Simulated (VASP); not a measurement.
# EuO (Fm-3m) in VASP: single point with r2SCAN

Aim: the single point of EuO with r2SCAN.

Program: VASP 6.6.1. These are calculated values, not measurements. Logs are shortened: lines on timing, memory, paths and dates and some standing lists are left out, and cuts for length are marked.

**1. The cell of the first run**

Symmetry: Fm-3m, No. 225, cubic system. The conventional cell has a = 5.114 Å, b = 5.114 Å, c = 5.114 Å, α = 90.00°, β = 90.00°, γ = 90.00°. Eu (site symmetry m-3m) has 6 O at 2.56 Å within 3.4 Å. Within 3.4 Å of O (site symmetry m-3m) lie 6 Eu at 2.56 Å.

**2. Single point, r2SCAN, collinear spin, ferromagnetic start (16.72 Å³/atom)**

Input file POSCAR:

```
EuO
1.0
    0.0000000000      2.5570433155      2.5570433155
    2.5570433155      0.0000000000      2.5570433155
    2.5570433155      2.5570433155      0.0000000000
Eu O
1 1
Direct
    0.0000000000      0.0000000000      0.0000000000
    0.5000000000      0.5000000000      0.5000000000
```

Input file INCAR.step1:

```
  PREC = Accurate
  ENCUT = 800
  ISMEAR = 0
  SIGMA = 0.05
  LREAL = False
  LASPH = True
  NELM = 200
  ISPIN = 2
  MAGMOM = 7.34 0
  LMAXMIX = 6
  NBANDS = 22
  GGA = PE
  ALGO = Normal
  EDIFF = 1E-5
  LWAVE = True
  LCHARG = False
  GGA_COMPAT = False
```

Input file INCAR.step2:

```
  PREC = Accurate
  ENCUT = 800
  EDIFF = 1E-6
  ISMEAR = 0
  SIGMA = 0.05
  LREAL = False
  LASPH = True
  NELM = 200
  ALGO = Normal
  ISIF = 2
  LWAVE = False
  LCHARG = True
  ISPIN = 2
  MAGMOM = 7.34 0
  LORBIT = 11
  LMAXMIX = 6
  METAGGA = R2SCAN
  LMIXTAU = True
  LELF = True
  LVHAR = True
  NBANDS = 22
  ISTART = 1
  GGA_COMPAT = False
```

Input file KPOINTS:

```
Automatic mesh
0
Gamma
  12 12 12
```

Potentials or basis: VASP PAW PBE potentials, release 64 (Eu, O).

Launch:

```console
cat potpaw_PBE.64/Eu/POTCAR potpaw_PBE.64/O/POTCAR > POTCAR
cp INCAR.step1 INCAR
mpirun -np 1 vasp_std > vasp.out
cp INCAR.step2 INCAR
mpirun -np 1 vasp_std > vasp.out
```

OUTCAR:

```text
PREC = Accurate
   ENCUT = 800
   EDIFF = 1E-6
   ISMEAR = 0
   LREAL = False
   LASPH = True
   NELM = 200
   ISIF = 2
   ISPIN = 2
   LORBIT = 11
   METAGGA = R2SCAN
   ISTART = 1

 ion  position               nearest neighbor table
   1  0.000  0.000  0.000-   2 2.56   2 2.56   2 2.56   2 2.56   2 2.56   2 2.56
   2  0.500  0.500  0.500-   1 2.56   1 2.56   1 2.56   1 2.56   1 2.56   1 2.56

  LATTYP: Found a face centered cubic cell.
 ALAT       =     5.1140866310

  Lattice vectors:

 A1 = (   0.0000000000,   2.5570433155,   2.5570433155)
 A2 = (   2.5570433155,   0.0000000000,   2.5570433155)
 A3 = (   2.5570433155,   2.5570433155,   0.0000000000)

Analysis of symmetry for initial positions (statically):
=====================================================================
 Subroutine PRICEL returns:
 Original cell was already a primitive cell.

 Routine SETGRP: Setting up the symmetry group for a
 face centered cubic supercell.

 Subroutine GETGRP returns: Found 48 space group operations
 (whereof 48 operations were pure point group operations)
 out of a pool of 48 trial point group operations.

The static configuration has the point symmetry O_h .

Analysis of symmetry for dynamics (positions and initial velocities):
=====================================================================
 Subroutine PRICEL returns:
 Original cell was already a primitive cell.

 Routine SETGRP: Setting up the symmetry group for a
 face centered cubic supercell.

 Subroutine GETGRP returns: Found 48 space group operations
 (whereof 48 operations were pure point group operations)
 out of a pool of 48 trial point group operations.

The dynamic configuration has the point symmetry O_h .

Analysis of structural, dynamic, and magnetic symmetry:
=====================================================================
 Subroutine PRICEL returns:
 Original cell was already a primitive cell.

 Routine SETGRP: Setting up the symmetry group for a
 face centered cubic supercell.

 Subroutine GETGRP returns: Found 48 space group operations
 (whereof 48 operations were pure point group operations)
 out of a pool of 48 trial point group operations.

The overall configuration has the point symmetry O_h .

 Subroutine INISYM returns: Found 48 space group operations
 (whereof 48 operations are pure point group operations),
[... 110 lines left out ...]
   EFERMI =   0.00;   METHOD = LEGACY
   ISMEAR =     0;   SIGMA  =   0.05  broadening in eV -4-tet -1-fermi 0-gaus
   EFERMI_NEDOS =   21; number of points for ismear=-14 and -15
   IALGO  =     38    algorithm
   IMIX   =      4    mixing-type and parameters
     AMIX     =   0.40;   BMIX     =  1.00
     AMIX_MAG =   1.60;   BMIX_MAG =  1.00
  volume/ion in A,a.u.               =      16.72       112.83
  Fermi-wavevector in a.u.,A,eV,Ry     =   1.445116  2.730873 28.413864  2.088360
  Thomas-Fermi vector in A             =   2.563334
   LORBIT       =     11    0 simple, 1 ext, 2 COOP (PROOUT), +10 PAW based schemes
   METAGGA = R2SCAN    functional components
   LHFCALC =     F    Hartree Fock is set to
   AEXX    =    0.0000 exact exchange contribution
   IVDW    =     0    specifies the selected vdW correction
   LEPSILON=     F    determine dielectric tensor
   LRPA    =     F    only Hartree local field effects (RPA)
 spin polarized calculation
 Gauss-broadening in eV      SIGMA  =   0.05
  energy-cutoff  :      800.00
  volume of cell :       33.44
 maximum number of plane-waves:      1759
 NGX is ok and might be reduce to    36
   NGX = 17   NGY = 17   NGZ = 17

 number of electron      23.0000001 magnetization       6.9907850

 Free energy of the ion-electron system (eV)
  ---------------------------------------------------
  ext. energy  EPLUGINS =         0.00000000
  ---------------------------------------------------
  free energy    TOTEN  =       -51.80175283 eV

  energy without entropy =      -51.80066174  energy(sigma->0) =      -51.80120728

 E-fermi :   4.8195     XC(G=0): -11.5172

 val. band max:        4.7949311749   @ k =   0.4167   0.4167   0.0000
 cond. band min:       4.8206447412   @ k =   0.5000   0.4167   0.0000
 fundamental gap:      0.0257135663
 Fermi energy:         4.8195142149

 spin component 1

 k-point     1 :       0.0000    0.0000    0.0000
  band No.  band energies     occupation
      1     -38.1425      1.00000
      2     -15.9403      1.00000
      3     -15.9403      1.00000
      4     -15.9403      1.00000
      5     -15.2110      1.00000
      6       0.6037      1.00000
[... 589 lines left out ...]
     21      13.6904      0.00000
     22      15.2027      0.00000

 [... further k-points ...]

 spin component 2

 k-point     1 :       0.0000    0.0000    0.0000
  band No.  band energies     occupation
      1     -34.5241      1.00000
      2     -15.3298      1.00000
      3     -13.2907      1.00000
      4     -13.2907      1.00000
      5     -13.2907      1.00000
      6       0.6502      1.00000
[... 589 lines left out ...]
     21      15.3851      0.00000
     22      16.8902      0.00000

 [... further k-points ...]
[... 5 lines left out ...]
  --------------------------------------------------------------------------------------
  -------------------------------------------------------------------------------------
  Total       -0.8298494     -0.8298494     -0.8298494      0.0000000     -0.0000000      0.0000000
  in kB      -39.7617614    -39.7617614    -39.7617614      0.0000000     -0.0000000      0.0000000
  external PRESSURE =     -39.7617614 kB  Pullay stress =       0.0000000 kB

 VOLUME and BASIS-vectors are now :
 -----------------------------------------------------------------------------
  energy-cutoff  :      800.00
  volume of cell :       33.44
      direct lattice vectors                 reciprocal lattice vectors
     0.000000000  2.557043316  2.557043316    -0.195538338  0.195538338  0.195538338
     2.557043316  0.000000000  2.557043316     0.195538338 -0.195538338  0.195538338
     2.557043316  2.557043316  0.000000000     0.195538338  0.195538338 -0.195538338

 POSITION                                       TOTAL-FORCE (eV/Angst)
 -----------------------------------------------------------------------------------
      0.00000      0.00000      0.00000        -0.000000      0.000000     -0.000000
      2.55704      2.55704      2.55704         0.000000     -0.000000      0.000000
 -----------------------------------------------------------------------------------
    total drift:                                0.000000      0.000000      0.000000

  FREE ENERGIE OF THE ION-ELECTRON SYSTEM (eV)
  ---------------------------------------------------
  free  energy   TOTEN  =       -51.8017528322 eV

  energy  without entropy=      -51.8006617353  energy(sigma->0) =      -51.80120728

 total charge

# of ion       s       p       d       f       tot
--------------------------------------------------
    1        2.038   5.814   0.364   6.656  14.872
    2        1.554   3.433   0.000   0.000   4.987
--------------------------------------------------
tot          3.592   9.247   0.364   6.656  19.859

 magnetization (x)

# of ion       s       p       d       f       tot
--------------------------------------------------
    1       -0.024  -0.181   0.136   6.610   6.541
    2       -0.006  -0.102   0.000   0.000  -0.108
--------------------------------------------------
tot         -0.030  -0.283   0.136   6.610   6.433
```

OUTCAR.step1:

```text
PREC = Accurate
   ENCUT = 800
   ISMEAR = 0
   LREAL = False
   LASPH = True
[... 1443 lines left out ...]
      0.00000      0.00000      0.00000         0.000000      0.000000      0.000000
      2.55704      2.55704      2.55704        -0.000000     -0.000000     -0.000000
 -----------------------------------------------------------------------------------
    total drift:                                0.000000      0.000000      0.000000

  FREE ENERGIE OF THE ION-ELECTRON SYSTEM (eV)
  ---------------------------------------------------
  free  energy   TOTEN  =       -22.0398041739 eV

  energy  without entropy=      -22.0383508258  energy(sigma->0) =      -22.03907750
```

Wall time 28 min (1 thread of Oxide Virtual Turin-like, shared host); peak memory 0.36 GiB.

Results:

| Quantity | Value |
| --- | --- |
| Free energy | -51.8018 eV |
| Pressure | -4.0 GPa |
| Band gap on the k mesh | zero (filled and empty bands overlap) |
| Net moment | 6.99 μB per cell |
| Site moments | Eu +6.54; O -0.11 μB |
| Valence electrons inside the program's atomic spheres | Eu 14.87; O 4.99 |

Caveat: the cell stands under tension; the PAW data sets were made with another functional, which shifts forces and pressure a little; spin-orbit coupling is left out, which moves the levels of the heavy elements; a cell with one magnetic atom can't hold antiferromagnetic order, which such compounds often take; semilocal functionals describe open f shells poorly, which spoils levels, moments and volumes. The state reached can hang on the start; a lower one may exist.

The gap in the log of VASP goes by the Fermi energy; the results here count the filled bands.